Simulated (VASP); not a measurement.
TiC: single point with PBEsol

Crystal: TiC.

```
CELL_PARAMETERS angstrom
0.00000 2.14673 2.14673
2.14673 0.00000 2.14673
2.14673 2.14673 0.00000
ATOMIC_POSITIONS crystal
Ti 0.00000 0.00000 0.00000
C 0.50000 0.50000 0.50000
```

| Quantity | Value |
| --- | --- |
| Program | VASP 6.6.1 |
| Task | single point |
| Functional | PBEsol |
| Potentials or basis | VASP PAW PBE potentials, release 64 (Ti_sv, C) |
| Cutoff | 520 eV |
| k mesh | 18 × 18 × 18 |
| Occupations | fermi-dirac, width 0.08 eV |
| Spin | no spin polarisation |

The pressure is 0.3 GPa and the band gap on the k mesh is zero (band 8 reaches 10.29 eV, above the bottom of band 9 at 9.20 eV).

Levels at points of the mesh, in eV from the Fermi level:
| k point | band 4 | band 5 | band 6 | band 7 | band 8 | band 9 | band 10 | band 11 | band 12 | band 13 |
| --- | --- | --- | --- | --- | --- | --- | --- | --- | --- | --- |
| (0.00, 0.00, 0.00) | -32.36 | -12.49 | 0.67 | 0.67 | 0.67 | 1.74 | 1.74 | 1.74 | 1.78 | 1.78 |
| (0.50, 0.00, 0.00) | -32.42 | -8.84 | -5.99 | -2.98 | -2.98 | 3.03 | 3.03 | 4.26 | 8.31 | 8.47 |
| (0.50, 0.50, 0.00) | -32.55 | -10.16 | -3.46 | -1.75 | 0.00 | 0.00 | 2.84 | 3.66 | 3.66 | 6.12 |

Run time: 22 s on 1 thread of Intel(R) Xeon(R) Platinum 8559C (Emerald Rapids) (shared host), peak memory 0.18 GiB.

Caveat: the PAW data sets were made with another functional, which shifts forces and pressure a little.
